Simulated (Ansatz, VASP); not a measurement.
**CoO: VASP beside Ansatz**

File POSCAR:

```
CoO
1.0
    0.0000000000      2.3436418400      2.3436418400
    2.3436418400      0.0000000000      2.3436418400
    2.3436418400      2.3436418400      0.0000000000
Co O
1 1
Direct
    0.0000000000      0.0000000000      0.0000000000
    0.2500000000      0.2500000000      0.2500000000
```

File INCAR.step1:

```
ALGO = Normal ; EDIFF = 1E-5
ENCUT = 520 ; GGA = PE
ISIF = 2 ; ISMEAR = -1
ISPIN = 2 ; LASPH = T
LCHARG = F ; LMAXMIX = 4
LORBIT = 11 ; LREAL = F
LWAVE = T ; MAGMOM = 2 0
NBANDS = 18 ; NELM = 150
PREC = Accurate ; SIGMA = 0.05
```

INCAR.step2

```
AEXX = 0.25 ; ALGO = Normal
EDIFF = 1E-6 ; ENCUT = 520
GGA = PE ; HFSCREEN = 0.3
ISIF = 2 ; ISMEAR = -1
ISPIN = 2 ; ISTART = 1
LASPH = T ; LCHARG = F
LHFCALC = T ; LMAXMIX = 4
LORBIT = 11 ; LREAL = F
LWAVE = F ; MAGMOM = 2 0
NBANDS = 18 ; NELM = 150
PREC = Accurate ; PRECFOCK = Normal
SIGMA = 0.05
```

Contents of KPOINTS:

```
k-points
0
Gamma
  5 5 5
```

Contents of input:

```
crystal:
  lattice:
    - [0.0, 2.34364184, 2.34364184]
    - [2.34364184, 0.0, 2.34364184]
    - [2.34364184, 2.34364184, 0.0]
  atoms:
    - { symbol: Co, position: [0.0, 0.0, 0.0], spin: 2.0 }
    - { symbol: O, position: [0.25, 0.25, 0.25] }
hamiltonian:
  xc: { exchange: pbe, correlation: pbe, exx: { coeff: 0.25, omega: 0.3 } }
  pseudopotentials: { kind: paw }
magnetization:
  spin_polarized: true
kpoints:
  mp_grid: { grid: [5, 5, 5] }
  band_path:
    path:
      - [[0.0, 0.0, 0.0], [0.5, 0.0, 0.5], [0.5, 0.25, 0.75], [0.375, 0.375, 0.75], [0.0, 0.0, 0.0], [0.5, 0.5, 0.5], [0.625, 0.25, 0.625], [0.5, 0.25, 0.75], [0.5, 0.5, 0.5], [0.375, 0.375, 0.75]]
      - [[0.625, 0.25, 0.625], [0.5, 0.0, 0.5]]
    npoints: 4
scf:
  occupations: { method: fermi_dirac, width: 0.05 }
  n_extra_bands: 6
output:
  forces: true
  stress: true
  eigenvalues: true
  fatbands: false
```

Alike in both runs: functional PBE-based screened hybrid with a share of 0.25 of exact exchange and HFSCREEN = 0.3; k mesh 5 × 5 × 5; occupations fermi-dirac, width 0.05 eV; collinear spin.

|  | VASP | Ansatz |
| --- | --- | --- |
| version | VASP 6.6.1 | Ansatz 0.2.0 |
| potentials or method | VASP PAW PBE potentials, release 64 (Co, O) | Ansatz PAW |
| plane-wave cutoff (eV) | 520 | 420 |
| valence electrons in the cell | 15 | 23 |
| task | single point | band structure |

VASP gave:

| Quantity | Value |
| --- | --- |
| gap on the k mesh at the Fermi level (eV) | 1.64 |
| least direct gap on the mesh (eV) | 1.64 |
| pressure (GPa) | -8.1 |
| net moment per atom (μB) | 1.50 |
| size of the moment on the site where the two differ most (μB) | 2.70 |

Task: Estimate Ansatz's values.

Result: gap on the k mesh at the Fermi level (eV): 1.58; least direct gap on the mesh (eV): 1.58; pressure (GPa): -8.2; net moment per atom (μB): 1.50; size of the moment on the site where the two differ most (μB): 2.56.

VASP's potentials were made for PBE, not for PBE-based screened hybrid. Site moments also hang on the region over which each program counts them. VASP's potentials hold 15 valence electrons a cell and Ansatz's 23, so a difference there can come from the potentials and not from the codes.

The k mesh is coarse, so the values compare programs but aren't converged. Noted on Ansatz's run: the magnetic or orbital state may not be the lowest.
